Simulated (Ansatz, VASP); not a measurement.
## Two plane-wave programs on Ta2N

Contents of INCAR:

```
SYSTEM = Ta2N
PREC = Accurate
ENCUT = 520
EDIFF = 1E-6
ISMEAR = 0
SIGMA = 0.15
LREAL = .FALSE.
LASPH = .TRUE.
NELM = 100
ALGO = Normal
ISIF = 2
LWAVE = .FALSE.
LCHARG = .FALSE.
GGA = CA
NBANDS = 50
```

File KPOINTS:

```
Automatic mesh
0
G
  9 9 8
  0 0 0
```

Contents of POSCAR:

```
Ta2N
1.0
    5.3378662704      0.0000000000      0.0000000000
   -2.6689331352      4.6227277921      0.0000000000
    0.0000000000      0.0000000000      4.6861127988
Ta N
6 3
Direct
    0.6908347477      0.6908347477      0.7526041962
    0.0000000000      0.3091652523      0.7526041962
    0.3091652523      0.0000000000      0.7526041962
    0.3091652523      0.3091652523      0.2473958038
    0.0000000000      0.6908347477      0.2473958038
    0.6908347477      0.0000000000      0.2473958038
    0.6666666667      0.3333333333      0.5000000000
    0.3333333333      0.6666666667      0.5000000000
    0.0000000000      0.0000000000      0.0000000000
```

Input for Ansatz:

```yaml
crystal:
  lattice:
    - [5.3378662704, 0.0, 0.0]
    - [-2.6689331352, 4.6227277921, 0.0]
    - [0.0, 0.0, 4.6861127988]
  atoms:
    - { symbol: Ta, position: [0.6908347477, 0.6908347477, 0.7526041962] }
    - { symbol: Ta, position: [0.0, 0.3091652523, 0.7526041962] }
    - { symbol: Ta, position: [0.3091652523, 0.0, 0.7526041962] }
    - { symbol: Ta, position: [0.3091652523, 0.3091652523, 0.2473958038] }
    - { symbol: Ta, position: [0.0, 0.6908347477, 0.2473958038] }
    - { symbol: Ta, position: [0.6908347477, 0.0, 0.2473958038] }
    - { symbol: "N", position: [0.6666666667, 0.3333333333, 0.5] }
    - { symbol: "N", position: [0.3333333333, 0.6666666667, 0.5] }
    - { symbol: "N", position: [0.0, 0.0, 0.0] }
basis:
  ecutwfc: 520.0
kpoints:
  mp_grid: { grid: [9, 9, 8] }
hamiltonian:
  xc: lda
  pseudopotentials: { kind: paw, azcp: { folder: soft_1 } }
scf:
  occupations: { method: gaussian, width: 0.15 }
output:
  forces: true
  stress: true
  eigenvalues: true
```

Alike in both runs: task single point; functional LDA; k mesh 9 × 9 × 8; occupations gaussian, width 0.15 eV; no spin polarisation.

```csv
,VASP,Ansatz
version,VASP 6.6.1,Ansatz 0.2.0
potentials or method,"VASP PAW LDA potentials, release 64 (Ta_pv, N), cutoff 520 eV","scalar-relativistic, plane waves, PAW"
valence electrons in the cell,81,93
```

```csv
,VASP,Ansatz,Ansatz less VASP
gap on the k mesh at the Fermi level (eV),none,none,-
pressure (GPa),8.7,7.0,-1.67
"traceless stress, the component that is largest in VASP (GPa)",10.97,10.97,0.000
rms of the force components (eV/Å),1.909,1.889,-0.0204
```

Ansatz warns that its potentials were made for another functional, while VASP's fit it. LDA's correlation is that of Perdew and Zunger in VASP and of Perdew and Wang (1992) in Ansatz. Atom by atom the forces differ by 0.021 eV/Å (rms over components). A gap of «none» marks a metal or a gap that the smearing closes. VASP's potentials hold 81 valence electrons a cell and Ansatz's 93, so a difference there can come from the potentials and not from the codes.

Spin-orbit coupling is off throughout.
